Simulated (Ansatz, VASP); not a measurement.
# Cd5HgO6 in VASP and in Ansatz

The input INCAR:

```
SYSTEM = Cd5HgO6
PREC = Accurate
ENCUT = 520
EDIFF = 1E-6
ISMEAR = 0
SIGMA = 0.1
LREAL = .False.
LASPH = .True.
NELM = 60
ALGO = Normal
ISIF = 2
LWAVE = .False.
LCHARG = .False.
GGA = PE
NBANDS = 66
```

Contents of KPOINTS:

```
Automatic mesh
0
Gamma
  6 6 1
  0 0 0
```

File POSCAR:

```
Cd5HgO6
1.0
    2.9665822784     -1.7096481367      0.0000000000
    2.9665822784      1.7096481367      0.0000000000
   -2.2646693094      0.0000000000     17.2365883629
Cd Hg O
5 1 6
Direct
    0.2124322073      0.2124322073      0.6850271227
    0.7875677927      0.7875677927      0.3149728773
    0.3933466597      0.3933466597      0.1575759650
    0.0000000000      0.0000000000      0.0000000000
    0.6066533403      0.6066533403      0.8424240350
    0.5000000000      0.5000000000      0.5000000000
    0.5186665975      0.5186665975      0.6154789652
    0.4813334025      0.4813334025      0.3845210348
    0.0903462059      0.0903462059      0.2358551580
    0.6963604249      0.6963604249      0.0786596730
    0.3036395751      0.3036395751      0.9213403270
    0.9096537941      0.9096537941      0.7641448420
```

Input for Ansatz:

```yaml
crystal:
  lattice:
    - [2.9665822784, -1.7096481367, 0.0]
    - [2.9665822784, 1.7096481367, 0.0]
    - [-2.2646693094, 0.0, 17.2365883629]
  atoms:
    - { symbol: Cd, position: [0.2124322073, 0.2124322073, 0.6850271227] }
    - { symbol: Cd, position: [0.7875677927, 0.7875677927, 0.3149728773] }
    - { symbol: Cd, position: [0.3933466597, 0.3933466597, 0.157575965] }
    - { symbol: Cd, position: [0.0, 0.0, 0.0] }
    - { symbol: Cd, position: [0.6066533403, 0.6066533403, 0.842424035] }
    - { symbol: Hg, position: [0.5, 0.5, 0.5] }
    - { symbol: O, position: [0.5186665975, 0.5186665975, 0.6154789652] }
    - { symbol: O, position: [0.4813334025, 0.4813334025, 0.3845210348] }
    - { symbol: O, position: [0.0903462059, 0.0903462059, 0.235855158] }
    - { symbol: O, position: [0.6963604249, 0.6963604249, 0.078659673] }
    - { symbol: O, position: [0.3036395751, 0.3036395751, 0.921340327] }
    - { symbol: O, position: [0.9096537941, 0.9096537941, 0.764144842] }
basis:
  ecutwfc: 420
kpoints:
  mp_grid: { grid: [6, 6, 1] }
hamiltonian:
  xc: pbe
scf:
  occupations: { method: gaussian, width: 0.1 }
  lower_state_search: "off"
output:
  forces: true
  stress: true
  eigenvalues: true
```

Change from the starting cell: the structure that the rattled cell fell into.

Alike in both runs: task single point; functional PBE; k mesh 6 × 6 × 1; occupations gaussian, width 0.1 eV; no spin polarisation.

```csv
,VASP,Ansatz
version,VASP 6.6.1,Ansatz 0.2.0
potentials or method,"VASP PAW PBE potentials, release 64 (Cd, Hg, O), cutoff 520 eV","scalar-relativistic, plane waves, PAW"
valence electrons in the cell,108,156
```

Ansatz gave:

```
gap on the k mesh at the Fermi level (eV)                     : none
pressure (GPa)                                                : 0.0
traceless stress, the component that is largest in VASP (GPa) : 0.09
rms of the force components (eV/Å)                            : 0.008
```

Q: What did VASP give for the same quantities?

A: gap on the k mesh at the Fermi level (eV): none; pressure (GPa): 1.3; traceless stress, the component that is largest in VASP (GPa): 0.80; rms of the force components (eV/Å): 0.063.

Atom by atom the forces differ by 0.059 eV/Å (rms over components). A gap of «none» marks a metal or a gap that the smearing closes. VASP's potentials hold 108 valence electrons a cell and Ansatz's 156, so a difference there can come from the potentials and not from the codes.

The k mesh is coarse, so the values compare programs but aren't converged. Neither program's run includes spin-orbit coupling.
